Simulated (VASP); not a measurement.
Zr:

```xyz
3
Lattice="5.3634 0.0000 0.0000 -2.6817 4.6449 0.0000 0.0000 0.0000 3.2880" Properties=species:S:1:pos:R:3 pbc="T T T"
Zr    0.0000    0.0000    0.0000
Zr    0.0000    3.0966    1.6440
Zr    2.6817    1.5483    1.6440
```

```yaml
Program: VASP 6.6.1
Task: relaxation of cell and atoms
Functional: r2SCAN
Potentials_or_basis: VASP PAW PBE potentials, release 64 (Zr_sv)
Cutoff: 600 eV
k_mesh: 6 × 6 × 6
Occupations: gaussian, width 0.1 eV
Spin: no spin polarisation
```

At the start: pressure -12.0 GPa; volume 27.30 Å³/atom.

Question: How do energy, volume and symmetry change on relaxing?

Answer: Over 9 steps the energy falls by 179.0 meV/atom and the volume is 23.12 Å³/atom (-15.3 %); space group P6/mmm (No. 191, to 0.05 Å).

Step by step:
| step | energy change (eV) | largest force (eV/Å) | pressure (GPa) | volume (Å³) |
| --- | --- | --- | --- | --- |
| 1 | 0.0000 | 0.0000 | -11.99 | 81.91 |
| 2 | -0.0533 | 0.0000 | 18.26 | 59.99 |
| 3 | -0.5301 | 0.0000 | -0.32 | 69.66 |
| 4 | -0.5305 | 0.0000 | 0.04 | 69.41 |
| 5 | -0.5303 | 0.0000 | 0.37 | 69.17 |
| 6 | -0.5367 | 0.0000 | 0.33 | 69.14 |
| 7 | -0.5367 | 0.0000 | 0.33 | 69.14 |
| 8 | -0.5367 | 0.0000 | -0.28 | 69.57 |
| 9 | -0.5369 | 0.0000 | 0.00 | 69.37 |

Final structure:
```cif
data_structure
_symmetry_space_group_name_H-M 'P 1'
_symmetry_Int_Tables_number 1
_cell_length_a 5.0300
_cell_length_b 5.0300
_cell_length_c 3.1659
_cell_angle_alpha 90.000
_cell_angle_beta 90.000
_cell_angle_gamma 120.000
_cell_volume 69.37
loop_
_atom_site_label
_atom_site_type_symbol
_atom_site_fract_x
_atom_site_fract_y
_atom_site_fract_z
_atom_site_occupancy
Zr1 Zr 0.00000 0.00000 0.00000 1
Zr2 Zr 0.33333 0.66667 0.50000 1
Zr3 Zr 0.66667 0.33333 0.50000 1
```

Caveat: the volume moved by over 15 % at a fixed basis, so the end points are rough; the PAW data sets were made with another functional, which shifts forces and pressure a little.
